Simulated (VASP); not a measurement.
# Mn (P6_3/mmc) in VASP: a series of runs

Runs on Mn. Level: PBE. Tasks: relaxation of shape and atoms at fixed volume.

All numbers are computed with VASP 6.6.1; they aren't measurements. Logs are shortened: lines on timing, memory, paths and dates and some standing lists are left out, and cuts for length are marked.

### 1 The cell of the first run

It takes space group P6_3/mmc (No. 194, hexagonal). The conventional cell has a = 2.506 Å, b = 2.506 Å, c = 4.055 Å, α = 90.00°, β = 90.00°, γ = 120.00°. Mn (site symmetry -6m2) has 12 Mn at 2.49 to 2.51 Å within 3.3 Å.

This isn't the form of Mn at room conditions, which is a 58-atom cubic cell.

### 2 Relaxation of shape and atoms at fixed volume, PBE (11.03 Å³/atom)

INCAR reads:

```
PREC = Accurate ; ENCUT = 600
EDIFF = 1E-6 ; ISMEAR = 0
SIGMA = 0.1 ; LREAL = False
LASPH = True ; NELM = 60
ALGO = Fast ; ISIF = 4
LWAVE = False ; LCHARG = False
GGA = PE ; IBRION = 2
NSW = 50 ; EDIFFG = -0.01
```

KPOINTS reads:

```
regular mesh
0
Gamma
  21 21 10
```

POSCAR reads:

```
Mn
1.0
    2.5058312166      0.0000000000      0.0000000000
   -1.2529156083      2.1701134912      0.0000000000
    0.0000000000      0.0000000000      4.0553322076
Mn
2
Direct
    0.6666666667      0.3333333333      0.7500000000
    0.3333333333      0.6666666667      0.2500000000
```

Potentials or basis: VASP PAW PBE potentials, release 64 (Mn_pv).

On the command line:

```console
cat potpaw_PBE.64/Mn_pv/POTCAR > POTCAR
mpirun -np 1 vasp_std > vasp.out
```

OUTCAR:

```text
PREC = Accurate
   ENCUT = 600
   EDIFF = 1E-6
   ISMEAR = 0
   LREAL = False
   LASPH = True
   NELM = 60
   ISIF = 4
   GGA = PE
   IBRION = 2
   NSW = 50
   EDIFFG = -0.01

 ion  position               nearest neighbor table
   1  0.667  0.333  0.750-   2 2.49   2 2.49   2 2.49   2 2.49   2 2.49   2 2.49
   2  0.333  0.667  0.250-   1 2.49   1 2.49   1 2.49   1 2.49   1 2.49   1 2.49

  LATTYP: Found a hexagonal cell.
 ALAT       =     2.5058312166
 C/A-ratio  =     1.6183580844

  Lattice vectors:

 A1 = (   2.5058312166,   0.0000000000,   0.0000000000)
 A2 = (  -1.2529156083,   2.1701134912,   0.0000000000)
 A3 = (   0.0000000000,   0.0000000000,   4.0553322076)

Analysis of symmetry for initial positions (statically):
=====================================================================
 Subroutine PRICEL returns:
 Original cell was already a primitive cell.

 Routine SETGRP: Setting up the symmetry group for a
 hexagonal supercell.

 Subroutine GETGRP returns: Found 24 space group operations
 (whereof 12 operations were pure point group operations)
 out of a pool of 24 trial point group operations.

The static configuration has the point symmetry D_3d.
 The point group associated with its full space group is D_6h.

Analysis of symmetry for dynamics (positions and initial velocities):
=====================================================================
 Subroutine PRICEL returns:
 Original cell was already a primitive cell.

 Routine SETGRP: Setting up the symmetry group for a
 hexagonal supercell.

 Subroutine GETGRP returns: Found 24 space group operations
 (whereof 12 operations were pure point group operations)
 out of a pool of 24 trial point group operations.

The dynamic configuration has the point symmetry D_3d.
 The point group associated with its full space group is D_6h.

 Subroutine INISYM returns: Found 24 space group operations
 (whereof 12 operations are pure point group operations),
 and found     1 'primitive' translations

----------------------------------------------------------------------------------------

                                     Primitive cell

  volume of cell :      22.0526

  direct lattice vectors                    reciprocal lattice vectors
     2.505831217  0.000000000  0.000000000     0.399069176  0.230402696  0.000000000
    -1.252915608  2.170113491  0.000000000     0.000000000  0.460805393  0.000000000
     0.000000000  0.000000000  4.055332208     0.000000000  0.000000000  0.246588923

  length of vectors
     2.505831217  2.505831217  4.055332208     0.460805393  0.460805393  0.246588923

  position of ions in fractional coordinates (direct lattice)
     0.666666667  0.333333333  0.750000000
     0.333333333  0.666666667  0.250000000

  ion indices of the primitive-cell ions
   primitive index   ion index
                 1           1
                 2           2

----------------------------------------------------------------------------------------

 KPOINTS: regular mesh

Automatic generation of k-mesh.
 Grid dimensions read from file:
 generate k-points for:   21   21   10

 Generating k-lattice:

  Cartesian coordinates                     Fractional coordinates (reciprocal lattice)
     0.019003294  0.010971557  0.000000000     0.047619048 -0.000000000  0.000000000
     0.000000000  0.021943114  0.000000000     0.000000000  0.047619048  0.000000000
     0.000000000  0.000000000  0.024658892     0.000000000  0.000000000  0.100000000

  Length of vectors
     0.021943114  0.021943114  0.024658892

  Shift w.r.t. Gamma in fractional coordinates (k-lattice)
     0.000000000  0.000000000  0.000000000

 Subroutine IBZKPT returns following result:
 ===========================================

 Found    288 irreducible k-points:

 Following reciprocal coordinates:
            Coordinates               Weight
  0.000000  0.000000  0.000000      1.000000
  0.047619  0.000000  0.000000      6.000000
  0.095238  0.000000  0.000000      6.000000
  0.142857 -0.000000  0.000000      6.000000
  0.190476  0.000000  0.000000      6.000000
  0.238095  0.000000  0.000000      6.000000
[... 16 lines left out ...]
  0.142857  0.095238  0.000000     12.000000
  0.190476  0.095238  0.000000     12.000000
 [... further k-points ...]
   k-points           NKPTS =    288   k-points in BZ     NKDIM =    288   number of bands    NBANDS=     17
   number of dos      NEDOS =    301   number of ions     NIONS =      2
   total plane-waves  NPLWV =  12800
   dimension x,y,z NGX =    20 NGY =   20 NGZ =   32
   dimension x,y,z NGXF=    40 NGYF=   40 NGZF=   64
   ions per type =               2
   NGX,Y,Z   is equivalent  to a cutoff of  13.27, 13.27, 13.12 a.u.
   NGXF,Y,Z  is equivalent  to a cutoff of  26.54, 26.54, 26.24 a.u.
 SYSTEM =  unknown system
   PREC   = accura    normal or accurate (medium, high low for compatibility)
   ISTART =      0    job   : 0-new  1-cont  2-samecut
   ICHARG =      2    charge: 1-file 2-atom 10-const
   ISPIN  =      1    spin polarized calculation?
   LNONCOLLINEAR =      F non collinear calculations
   LSORBIT =      F    spin-orbit coupling
   LASPH  =      T    aspherical Exc in radial PAW
   ENCUT  =  600.0 eV  44.10 Ry    6.64 a.u.   5.00  5.00  8.10*2*pi/ulx,y,z
   NELM   =     60;   NELMIN=  2; NELMDL= -5     # of ELM steps
   EDIFF  = 0.1E-05   stopping-criterion for ELM
   LREAL  =      F    real-space projection
   EDIFFG = -.1E-01   stopping-criterion for IOM
   NSW    =     50    number of steps for IOM
   IBRION =      2    ionic relax: 0-MD 1-quasi-New 2-CG
   NFREE  =      1    steps in history (QN), initial steepest desc. (CG)
   ISIF   =      4    stress and relaxation
   ISYM   =      2    0-nonsym 1-usesym 2-fastsym
   POTIM  = 0.5000    time-step for ionic-motion
   TEBEG  =    0.0;   TEEND  =   0.0 temperature during run
   PSTRESS=    0.0 pullay stress
   NELECT =      26.0000    total number of electrons
   NUPDOWN=      -1.0000    fix difference up-down
   EMIN   =  10.00;   EMAX   =-10.00  energy-range for DOS
   EFERMI =   0.00;   METHOD = LEGACY
   ISMEAR =     0;   SIGMA  =   0.10  broadening in eV -4-tet -1-fermi 0-gaus
   EFERMI_NEDOS =   21; number of points for ismear=-14 and -15
   IALGO  =     68    algorithm
   IMIX   =      4    mixing-type and parameters
     AMIX     =   0.40;   BMIX     =  1.00
     AMIX_MAG =   1.60;   BMIX_MAG =  1.00
  volume/ion in A,a.u.               =      11.03        74.41
  Fermi-wavevector in a.u.,A,eV,Ry     =   1.729467  3.268219 40.695808  2.991057
  Thomas-Fermi vector in A             =   2.804207
   LORBIT       =      0    0 simple, 1 ext, 2 COOP (PROOUT), +10 PAW based schemes
   GGA     = PE    functional components
   LHFCALC =     F    Hartree Fock is set to
   AEXX    =    0.0000 exact exchange contribution
   IVDW    =     0    specifies the selected vdW correction
   LEPSILON=     F    determine dielectric tensor
   LRPA    =     F    only Hartree local field effects (RPA)
 conjugate gradient relaxation of ions
 non-spin polarized calculation
 RMM-DIIS sequential band-by-band and
 Gauss-broadening in eV      SIGMA  =   0.10
  energy-cutoff  :      600.00
  volume of cell :       22.05
 maximum number of plane-waves:       764
 NGX is ok and might be reduce to    20
   NGX =  9   NGY =  9   NGZ = 17

 number of electron      26.0000014 magnetization

 Free energy of the ion-electron system (eV)
  ---------------------------------------------------
  ext. energy  EPLUGINS =         0.00000000
  ---------------------------------------------------
  free energy    TOTEN  =       -17.87846244 eV

  energy without entropy =      -17.86302364  energy(sigma->0) =      -17.87074304

 E-fermi :  10.0047     XC(G=0): -13.8643

 val. band max:       10.0007714849   @ k =   0.3333   0.1905   0.4000
 cond. band min:      10.0057283037   @ k =   0.2857  -0.0000   0.5000
 fundamental gap:      0.0049568188
 Fermi energy:        10.0047137623

 k-point     1 :       0.0000    0.0000    0.0000
  band No.  band energies     occupation
      1     -38.2223      2.00000
      2     -37.6147      2.00000
      3     -37.6147      2.00000
      4     -37.5181      2.00000
      5     -37.5181      2.00000
      6     -37.5108      2.00000
[... 9 lines left out ...]
     16      10.7091      0.00000
     17      11.5568      0.00000

 k-point     2 :       0.0476    0.0000    0.0000
  band No.  band energies     occupation
      1     -38.2171      2.00000
      2     -37.6262      2.00000
      3     -37.6184      2.00000
      4     -37.5301      2.00000
      5     -37.5198      2.00000
      6     -37.5127      2.00000
[... 9 lines left out ...]
     16      10.2905      0.00005
     17      12.0894      0.00000

 k-point     3 :       0.0952    0.0000    0.0000
  band No.  band energies     occupation
      1     -38.2018      2.00000
      2     -37.6596      2.00000
      3     -37.6291      2.00000
      4     -37.5647      2.00000
      5     -37.5249      2.00000
      6     -37.5187      2.00000
[... 9 lines left out ...]
     16      10.0386      0.63180
     17      11.6164      0.00000

 k-point     4 :       0.1429   -0.0000    0.0000
  band No.  band energies     occupation
      1     -38.1770      2.00000
      2     -37.7121      2.00000
      3     -37.6455      2.00000
      4     -37.6182      2.00000
      5     -37.5331      2.00000
      6     -37.5286      2.00000
[... 9 lines left out ...]
     16       9.9399      1.64052
     17      11.6728      0.00000

 k-point     5 :       0.1905    0.0000    0.0000
  band No.  band energies     occupation
      1     -38.1440      2.00000
      2     -37.7794      2.00000
      3     -37.6853      2.00000
      4     -37.6660      2.00000
      5     -37.5439      2.00000
      6     -37.5427      2.00000
[... 9 lines left out ...]
     16      10.2157      0.00285
     17      11.7304      0.00000

 k-point     6 :       0.2381    0.0000    0.0000
  band No.  band energies     occupation
      1     -38.1045      2.00000
      2     -37.8555      2.00000
      3     -37.7595      2.00000
      4     -37.6886      2.00000
      5     -37.5610      2.00000
      6     -37.5565      2.00000
[... 9 lines left out ...]
     16      10.5390      0.00000
     17      11.7815      0.00000

 k-point     7 :       0.2857   -0.0000    0.0000
  band No.  band energies     occupation
      1     -38.0606      2.00000
      2     -37.9338      2.00000
      3     -37.8339      2.00000
      4     -37.7113      2.00000
      5     -37.5831      2.00000
      6     -37.5697      2.00000
[... 9 lines left out ...]
     16      10.8870      0.00000
     17      11.8227      0.00000

 k-point     8 :       0.3333    0.0000    0.0000
  band No.  band energies     occupation
      1     -38.0148      2.00000
      2     -38.0070      2.00000
      3     -37.9022      2.00000
      4     -37.7322      2.00000
      5     -37.6084      2.00000
      6     -37.5823      2.00000
[... 9 lines left out ...]
     16      11.2337      0.00000
     17      11.8535      0.00000
[... 203 lines left out ...]
      1     -38.0904      2.00000
      2     -37.9798      2.00000
      3     -37.9481      2.00000
      4     -37.7618      2.00000
      5     -37.6502      2.00000
      6     -37.6048      2.00000
[... 9 lines left out ...]
     16      11.8635      0.00000
     17      12.3375      0.00000

 k-point    20 :       0.4286    0.0476    0.0000
  band No.  band energies     occupation
      1     -38.1241      2.00000
      2     -38.0094      2.00000
      3     -37.9168      2.00000
      4     -37.7721      2.00000
      5     -37.6720      2.00000
      6     -37.6110      2.00000
[... 9 lines left out ...]
     16      11.8722      0.00000
     17      13.0743      0.00000

 k-point    21 :       0.4762    0.0476    0.0000
  band No.  band energies     occupation
      1     -38.1357      2.00000
      2     -38.0196      2.00000
      3     -37.9047      2.00000
      4     -37.7756      2.00000
      5     -37.6809      2.00000
      6     -37.6132      2.00000
[... 9 lines left out ...]
     16      11.9083      0.00000
     17      13.5495      0.00000

 k-point    22 :       0.0952    0.0952    0.0000
  band No.  band energies     occupation
      1     -38.1626      2.00000
      2     -37.7319      2.00000
      3     -37.6856      2.00000
      4     -37.6203      2.00000
      5     -37.5449      2.00000
      6     -37.5347      2.00000
[... 9 lines left out ...]
     16      10.1225      0.09567
     17      11.6785      0.00000

 k-point    23 :       0.1429    0.0952    0.0000
  band No.  band energies     occupation
      1     -38.1303      2.00000
      2     -37.7891      2.00000
      3     -37.7408      2.00000
      4     -37.6503      2.00000
      5     -37.5606      2.00000
      6     -37.5489      2.00000
[... 9 lines left out ...]
     16      10.4484      0.00000
     17      11.7131      0.00000

 k-point    24 :       0.1905    0.0952    0.0000
  band No.  band energies     occupation
      1     -38.0917      2.00000
      2     -37.8579      2.00000
      3     -37.8002      2.00000
      4     -37.6826      2.00000
      5     -37.5771      2.00000
      6     -37.5672      2.00000
[... 9 lines left out ...]
     16      10.8356      0.00000
     17      11.7459      0.00000

 [... further k-points ...]
[... 5 lines left out ...]
  --------------------------------------------------------------------------------------
  -------------------------------------------------------------------------------------
  Total       -1.0910483     -1.0910483     -1.1194864      0.0000000     -0.0000000      0.0000000
  in kB      -79.2672636    -79.2672636    -81.3333572      0.0000000     -0.0000000      0.0000000
  external PRESSURE =     -79.9559614 kB  Pullay stress =       0.0000000 kB

 VOLUME and BASIS-vectors are now :
 -----------------------------------------------------------------------------
  energy-cutoff  :      600.00
  volume of cell :       22.05
      direct lattice vectors                 reciprocal lattice vectors
     2.505831217  0.000000000  0.000000000     0.399069176  0.230402696  0.000000000
    -1.252915608  2.170113491  0.000000000     0.000000000  0.460805393  0.000000000
     0.000000000  0.000000000  4.055332208     0.000000000  0.000000000  0.246588923

 POSITION                                       TOTAL-FORCE (eV/Angst)
 -----------------------------------------------------------------------------------
      1.25292      0.72337      3.04150        -0.000000      0.000000      0.000000
     -0.00000      1.44674      1.01383         0.000000      0.000000      0.000000
 -----------------------------------------------------------------------------------
    total drift:                               -0.000000      0.000000     -0.000000

  FREE ENERGIE OF THE ION-ELECTRON SYSTEM (eV)
  ---------------------------------------------------
  free  energy   TOTEN  =       -17.8784624431 eV

  energy  without entropy=      -17.8630236384  energy(sigma->0) =      -17.87074304

 reached required accuracy - stopping structural energy minimisation
```

It took 60 s on 1 thread of AMD EPYC 9R45 (Zen 5), shared host; peak memory 0.19 GiB.

Results:

```yaml
Free_energy: -17.8785 eV
Pressure_after_relaxing: -8.0 GPa
Band_gap_on_the_k_mesh: zero (bands 13 and 14 overlap by 2.07 eV)
```

Stress tensor (GPa, compression positive):
```
-7.93  0.00  0.00
 0.00 -7.93  0.00
 0.00  0.00 -8.13
```

Final structure:
```
Mn
1.0
     2.50583    0.00000    0.00000
    -1.25292    2.17011    0.00000
     0.00000    0.00000    4.05533
Mn
2
Direct
  0.66667 0.33333 0.75000
  0.33333 0.66667 0.25000
```

Caveat: the run has no spin polarisation, though such a crystal can be magnetic. Spin polarisation is off, so any magnetic state and its effect on volume and gap are missing.

(Part 1 of 2 ends here.)
